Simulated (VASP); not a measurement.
# InSb (Fm-3m) in VASP: single point with PBE

Aim: the single point of InSb with PBE.

Program: VASP 6.6.1. These are calculated values, not measurements. Logs are shortened: lines on timing, memory, paths and dates and some standing lists are left out, and cuts for length are marked.

### 1 The cell of the first run

The structure is cubic, space group Fm-3m (No. 225). Conventional cell: a = 6.150 Å, b = 6.150 Å, c = 6.150 Å, α = 90.00°, β = 90.00°, γ = 90.00°. In (site symmetry m-3m) has 6 Sb at 3.08 Å within 4.0 Å. Sb (site symmetry m-3m) has 6 In at 3.08 Å within 4.0 Å.

### 2 Single point, PBE

Contents of INCAR:

```
ALGO = Normal ; EDIFF = 1E-6
ENCUT = 520 ; GGA = PE
ISIF = 2 ; ISMEAR = 0
LASPH = T ; LCHARG = F
LREAL = F ; LWAVE = F
NBANDS = 16 ; NELM = 60
PREC = Accurate ; SIGMA = 0.15
```

Contents of KPOINTS:

```
k-points
0
Gamma
  12 12 12
```

Contents of POSCAR:

```
InSb
1.0
    0.0000000000      3.0751837979      3.0751837979
    3.0751837979      0.0000000000      3.0751837979
    3.0751837979      3.0751837979      0.0000000000
In Sb
1 1
Direct
    0.0000000000      0.0000000000      0.0000000000
    0.5000000000      0.5000000000      0.5000000000
```

Potentials or basis: VASP PAW PBE potentials, release 64 (In_d, Sb).

Started as:

```console
> cat potpaw_PBE.64/In_d/POTCAR potpaw_PBE.64/Sb/POTCAR > POTCAR
> mpirun -np 1 vasp_std > vasp.out
```

OUTCAR:

```text
EDIFF = 1E-6
   ENCUT = 520
   GGA = PE
   ISIF = 2
   ISMEAR = 0
   LASPH = T
   LREAL = F
   NELM = 60
   PREC = Accurate

 ion  position               nearest neighbor table
   1  0.000  0.000  0.000-   2 3.08   2 3.08   2 3.08   2 3.08   2 3.08   2 3.08
   2  0.500  0.500  0.500-   1 3.08   1 3.08   1 3.08   1 3.08   1 3.08   1 3.08

  LATTYP: Found a face centered cubic cell.
 ALAT       =     6.1503675958

  Lattice vectors:

 A1 = (   0.0000000000,   3.0751837979,   3.0751837979)
 A2 = (   3.0751837979,   0.0000000000,   3.0751837979)
 A3 = (   3.0751837979,   3.0751837979,   0.0000000000)

Analysis of symmetry for initial positions (statically):
=====================================================================
 Subroutine PRICEL returns:
 Original cell was already a primitive cell.

 Routine SETGRP: Setting up the symmetry group for a
 face centered cubic supercell.

 Subroutine GETGRP returns: Found 48 space group operations
 (whereof 48 operations were pure point group operations)
 out of a pool of 48 trial point group operations.

The static configuration has the point symmetry O_h .

Analysis of symmetry for dynamics (positions and initial velocities):
=====================================================================
 Subroutine PRICEL returns:
 Original cell was already a primitive cell.

 Routine SETGRP: Setting up the symmetry group for a
 face centered cubic supercell.

 Subroutine GETGRP returns: Found 48 space group operations
 (whereof 48 operations were pure point group operations)
 out of a pool of 48 trial point group operations.

The dynamic configuration has the point symmetry O_h .

 Subroutine INISYM returns: Found 48 space group operations
 (whereof 48 operations are pure point group operations),
 and found     1 'primitive' translations

----------------------------------------------------------------------------------------

                                     Primitive cell

  volume of cell :      58.1625

  direct lattice vectors                    reciprocal lattice vectors
     0.000000000  3.075183798  3.075183798    -0.162591908  0.162591908  0.162591908
     3.075183798  0.000000000  3.075183798     0.162591908 -0.162591908  0.162591908
     3.075183798  3.075183798  0.000000000     0.162591908  0.162591908 -0.162591908

  length of vectors
     4.348966634  4.348966634  4.348966634     0.281617445  0.281617445  0.281617445

[... 79 lines left out ...]
   NELM   =     60;   NELMIN=  2; NELMDL= -5     # of ELM steps
   EDIFF  = 0.1E-05   stopping-criterion for ELM
   LREAL  =      F    real-space projection
   EDIFFG = 0.1E-04   stopping-criterion for IOM
   NSW    =      0    number of steps for IOM
   IBRION =     -1    ionic relax: 0-MD 1-quasi-New 2-CG
   NFREE  =      0    steps in history (QN), initial steepest desc. (CG)
   ISIF   =      2    stress and relaxation
   ISYM   =      2    0-nonsym 1-usesym 2-fastsym
   POTIM  = 0.5000    time-step for ionic-motion
   TEBEG  =    0.0;   TEEND  =   0.0 temperature during run
   PSTRESS=    0.0 pullay stress
   NELECT =      18.0000    total number of electrons
   NUPDOWN=      -1.0000    fix difference up-down
   EMIN   =  10.00;   EMAX   =-10.00  energy-range for DOS
   EFERMI =   0.00;   METHOD = LEGACY
   ISMEAR =     0;   SIGMA  =   0.15  broadening in eV -4-tet -1-fermi 0-gaus
   EFERMI_NEDOS =   21; number of points for ismear=-14 and -15
   IALGO  =     38    algorithm
   IMIX   =      4    mixing-type and parameters
     AMIX     =   0.40;   BMIX     =  1.00
     AMIX_MAG =   1.60;   BMIX_MAG =  1.00
  volume/ion in A,a.u.               =      29.08       196.25
  Fermi-wavevector in a.u.,A,eV,Ry     =   1.107349  2.092587 16.683766  1.226222
  Thomas-Fermi vector in A             =   2.243862
   LORBIT       =      0    0 simple, 1 ext, 2 COOP (PROOUT), +10 PAW based schemes
   GGA     = PE    functional components
   LHFCALC =     F    Hartree Fock is set to
   AEXX    =    0.0000 exact exchange contribution
   IVDW    =     0    specifies the selected vdW correction
   LEPSILON=     F    determine dielectric tensor
   LRPA    =     F    only Hartree local field effects (RPA)
 non-spin polarized calculation
 Gauss-broadening in eV      SIGMA  =   0.15
  energy-cutoff  :      520.00
  volume of cell :       58.16
 maximum number of plane-waves:      1592
   NGX = 17   NGY = 17   NGZ = 17

 number of electron      18.0000005 magnetization

 Free energy of the ion-electron system (eV)
  ---------------------------------------------------
  ext. energy  EPLUGINS =         0.00000000
  ---------------------------------------------------
  free energy    TOTEN  =        -6.67071572 eV

  energy without entropy =       -6.65462223  energy(sigma->0) =       -6.66266897

 E-fermi :   6.5414     XC(G=0):  -9.7020

 val. band max:        6.5292826036   @ k =   0.5000   0.0833   0.0000
 cond. band min:       6.5581912578   @ k =   0.1667   0.0000   0.0000
 fundamental gap:      0.0289086541
 Fermi energy:         6.5414113777

 k-point     1 :       0.0000    0.0000    0.0000
  band No.  band energies     occupation
      1      -7.8463      2.00000
      2      -7.8463      2.00000
      3      -7.8177      2.00000
      4      -7.8177      2.00000
      5      -7.8177      2.00000
      6      -4.3224      2.00000
[... 433 lines left out ...]
      3      -7.8137      2.00000
      4      -7.7964      2.00000
      5      -7.7896      2.00000
      6      -2.3746      2.00000
[... 8 lines left out ...]
     15      15.7373      0.00000
     16      15.8346      0.00000

 [... further k-points ...]

------------------------ aborting loop because EDIFF is reached ----------------------------------------

  FORCE on cell =-STRESS in cart. coord.  units (eV):
  Direction    XX          YY          ZZ          XY          YZ          ZX
  --------------------------------------------------------------------------------------
  -------------------------------------------------------------------------------------
  Total        0.0008034      0.0008034      0.0008034      0.0000000      0.0000000      0.0000000
  in kB        0.0221304      0.0221304      0.0221304      0.0000000      0.0000000      0.0000000
  external PRESSURE =       0.0221304 kB  Pullay stress =       0.0000000 kB

 VOLUME and BASIS-vectors are now :
 -----------------------------------------------------------------------------
  energy-cutoff  :      520.00
  volume of cell :       58.16
      direct lattice vectors                 reciprocal lattice vectors
     0.000000000  3.075183798  3.075183798    -0.162591908  0.162591908  0.162591908
     3.075183798  0.000000000  3.075183798     0.162591908 -0.162591908  0.162591908
     3.075183798  3.075183798  0.000000000     0.162591908  0.162591908 -0.162591908

 POSITION                                       TOTAL-FORCE (eV/Angst)
 -----------------------------------------------------------------------------------
      0.00000      0.00000      0.00000         0.000000     -0.000000     -0.000000
      3.07518      3.07518      3.07518        -0.000000      0.000000      0.000000
 -----------------------------------------------------------------------------------
    total drift:                                0.000000     -0.000000     -0.000000

  FREE ENERGIE OF THE ION-ELECTRON SYSTEM (eV)
  ---------------------------------------------------
  free  energy   TOTEN  =        -6.6707157160 eV

  energy  without entropy=       -6.6546222259  energy(sigma->0) =       -6.66266897
```

It took 36 s on 1 thread of Intel Xeon Platinum 8259CL at 2.50GHz (Skylake/Cascade Lake), shared host; peak memory 0.22 GiB.

What came out:

- Free energy: -6.6707 eV
- Pressure: 0.0 GPa
- Band gap on the k mesh: zero (bands 9 and 10 overlap by 2.66 eV)

Levels at points of the mesh, in eV from the Fermi level:
```csv
k point,band 6,band 7,band 8,band 9,band 10,band 11,band 12,band 13
"(0.00, 0.00, 0.00)",-10.86,-0.51,-0.02,-0.02,-0.02,6.04,6.04,6.04
"(0.50, 0.00, 0.00)",-9.10,-6.33,0.35,0.35,2.20,2.49,2.49,3.22
"(0.50, 0.50, 0.00)",-8.43,-4.34,-3.32,-2.06,-2.06,3.28,8.19,8.19
```

Caveat: spin-orbit coupling is left out, which moves the levels of the heavy elements.
